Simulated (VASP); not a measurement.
A run of VASP 6.6.1:

Contents of INCAR:

```
SYSTEM = HgTe
PREC = Accurate
ENCUT = 520
EDIFF = 1E-6
ISMEAR = -5
SIGMA = 0.1
LREAL = .FALSE.
LASPH = .TRUE.
NELM = 150
ALGO = Normal
ISIF = 2
LWAVE = .FALSE.
LCHARG = .TRUE.
MAGMOM = 0 0 0 0 0 0
LORBIT = 11
LSORBIT = .TRUE.
GGA_COMPAT = .FALSE.
LORBMOM = .TRUE.
GGA = PS
LVHAR = .TRUE.
NBANDS = 30
```

KPOINTS

```
Automatic mesh
0
G
  7 7 7
  0 0 0
```

The input POSCAR:

```
HgTe
1.0
    0.0000000000      3.0928324674      3.0928324674
    3.0928324674      0.0000000000      3.0928324674
    3.0928324674      3.0928324674      0.0000000000
Hg Te
1 1
Direct
    0.0000000000      0.0000000000      0.0000000000
    0.5000000000      0.5000000000      0.5000000000
```

Potentials or basis: VASP PAW PBE potentials, release 64 (Hg, Te).

The run is started by

```bash
$ cat potpaw_PBE.64/Hg/POTCAR potpaw_PBE.64/Te/POTCAR > POTCAR
$ mpirun -np 1 vasp_ncl > vasp.out
```

Hardware: 1 thread of Intel(R) Xeon(R) Platinum 8559C (Emerald Rapids) (shared host).

**Question.** Estimate the wall time of this run.

**Answer.** Wall time 2.3 min on 1 thread of Intel(R) Xeon(R) Platinum 8559C (Emerald Rapids), with other jobs on the host, peak memory 0.39 GiB. Counts: scf iterations 16, k points 20.
